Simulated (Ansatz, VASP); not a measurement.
# One calculation of Sn, two programs

INCAR

```
ALGO = Normal
EDIFF = 1E-6
ENCUT = 520
GGA = PS
ISIF = 2
ISMEAR = -1
LASPH = T
LCHARG = T
LELF = T
LREAL = F
LVHAR = T
LWAVE = F
NBANDS = 21
NELM = 80
PREC = Accurate
SIGMA = 0.1
```

File KPOINTS:

```
k-points
0
Gamma
  10 10 10
```

The input POSCAR:

```
Sn
1.0
   -2.9196440700      2.9196440700      1.5938000000
    2.9196440700     -2.9196440700      1.5938000000
    2.9196440700      2.9196440700     -1.5938000000
Sn
2
Direct
    0.0000000000      0.0000000000      0.0000000000
    0.7500000000      0.2500000000      0.5000000000
```

Input for Ansatz:

```yaml
crystal:
  lattice:
    - [-2.91964407, 2.91964407, 1.5938]
    - [2.91964407, -2.91964407, 1.5938]
    - [2.91964407, 2.91964407, -1.5938]
  atoms:
    - { symbol: Sn, position: [0.0, 0.0, 0.0] }
    - { symbol: Sn, position: [0.7499999999999999, 0.25000000000000006, 0.49999999999999994] }
kpoints:
  mp_grid:
    grid: [10, 10, 10]
    shift: [0.0, 0.0, 0.0]
hamiltonian:
  xc: pbesol
  pseudopotentials:
    kind: paw
scf:
  occupations:
    method: fermi_dirac
    width: 0.1
output:
  forces: true
  stress: true
  eigenvalues: true
```

Alike in both runs: task single point; functional PBEsol; k mesh 10 × 10 × 10; occupations fermi-dirac, width 0.1 eV; no spin polarisation.

```csv
,VASP,Ansatz
version,VASP 6.6.1,Ansatz 0.2.0
potentials or method,"VASP PAW PBE potentials, release 64 (Sn_d)","plane waves, PAW"
plane-wave cutoff (eV),520,420
valence electrons in the cell,28,28
```

```tsv
	VASP	Ansatz	Ansatz less VASP
gap on the k mesh at the Fermi level (eV)	none	none	-
pressure (GPa)	-0.6	-0.5	+0.05
traceless stress, the component that is largest in VASP (GPa)	-0.63	-0.64	-0.011
```

VASP's potentials were made for PBE, not for PBEsol. A gap of «none» marks a metal or a gap that the smearing closes.
